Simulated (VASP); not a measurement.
Crystal: Al.

```
Al
1.0
     0.00000    2.01946    2.01946
     2.01946    0.00000    2.01946
     2.01946    2.01946    0.00000
Al
1
Direct
  0.00000 0.00000 0.00000
```

* Program: VASP 6.6.1
* Task: relaxation of volume and atoms at fixed shape
* Functional: PBE
* Potentials or basis: VASP PAW PBE potentials, release 64 (Al)
* Cutoff: 600 eV
* k mesh: 2 × 1 × 1
* Occupations: gaussian, width 0.1 eV
* Spin: no spin polarisation

At the start: pressure -38.0 GPa; volume 16.47 Å³/atom.

Problem. How do energy, volume and symmetry change on relaxing?

Solution. Over 7 steps the energy falls by 750.9 meV/atom and the volume is 11.67 Å³/atom (-29.2 %); space group Fm-3m (No. 225, to 0.05 Å).

The path:
```
step  energy change (eV)  largest force (eV/Å)  pressure (GPa)  volume (Å³)
   1              0.0000                0.0000          -38.03        16.47
   2             -0.0191                0.0000          102.70         8.80
   3             -0.7487                0.0000           -3.46        11.86
   4             -0.7507                0.0000           -0.93        11.72
   5             -0.7508                0.0000            0.60        11.63
   6             -0.7508                0.0000           -0.62        11.70
   7             -0.7509                0.0000            0.01        11.67
```

Final structure:
```
Al
1.0
     0.00000    1.80011    1.80011
     1.80011    0.00000    1.80011
     1.80011    1.80011    0.00000
Al
1
Cartesian
  1.8001 3.6002 1.8001
```

Caveat: the k points lie up to 3.02 Å⁻¹ apart in the final cell; the volume moved by over 15 % at a fixed basis, so the end points are rough.
